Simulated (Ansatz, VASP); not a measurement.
**BaS in VASP and in Ansatz**

Contents of INCAR:

```
PREC = Accurate ; ENCUT = 520
EDIFF = 1E-6 ; ISMEAR = 0
SIGMA = 0.05 ; LREAL = F
LASPH = T ; NELM = 60
ALGO = Normal ; ISIF = 2
LWAVE = F ; LCHARG = T
GGA = PS ; LELF = T
LVHAR = T ; NBANDS = 15
```

The input KPOINTS:

```
regular mesh
0
Gamma
  8 8 8
```

The input POSCAR:

```
BaS
1.0
    0.0000000000      3.5143479611      3.5143479611
    3.5143479611      0.0000000000      3.5143479611
    3.5143479611      3.5143479611      0.0000000000
Ba S
1 1
Direct
    0.0000000000      0.0000000000      0.0000000000
    0.2500000000      0.2500000000      0.2500000000
```

Input for Ansatz:

```yaml
crystal:
  lattice:
    - [0.0, 3.5143479611, 3.5143479611]
    - [3.5143479611, 0.0, 3.5143479611]
    - [3.5143479611, 3.5143479611, 0.0]
  atoms:
    - { symbol: Ba, position: [0.0, 0.0, 0.0] }
    - { symbol: S, position: [0.25, 0.25, 0.25] }
basis:
  ecutwfc: 420
  ecutrho_ratio: 4
kpoints:
  mp_grid: { grid: [8, 8, 8] }
hamiltonian:
  xc: pbesol
scf:
  occupations: { method: gaussian, width: 0.05 }
output:
  forces: true
  stress: true
  eigenvalues: true
  write_density: true
  write_potential: true
  elf: true
  volumetric_format: npy
```

Alike in both runs: task single point; functional PBEsol; k mesh 8 × 8 × 8; occupations gaussian, width 0.05 eV; no spin polarisation.

|  | VASP | Ansatz |
| --- | --- | --- |
| version | VASP 6.6.1 | Ansatz 0.2.0 |
| potentials or method | VASP PAW PBE potentials, release 64 (Ba_sv, S), cutoff 520 eV | scalar-relativistic, plane waves, PAW |
| valence electrons in the cell | 16 | 16 |

|  | VASP | Ansatz | Ansatz less VASP |
| --- | --- | --- | --- |
| gap on the k mesh at the Fermi level (eV) | 2.63 | 2.62 | -0.012 |
| least direct gap on the mesh (eV) | 3.32 | 3.31 | -0.010 |
| pressure (GPa) | -0.6 | -1.1 | -0.44 |

VASP's potentials were made for PBE, not for PBEsol.

Spin-orbit coupling is off throughout.
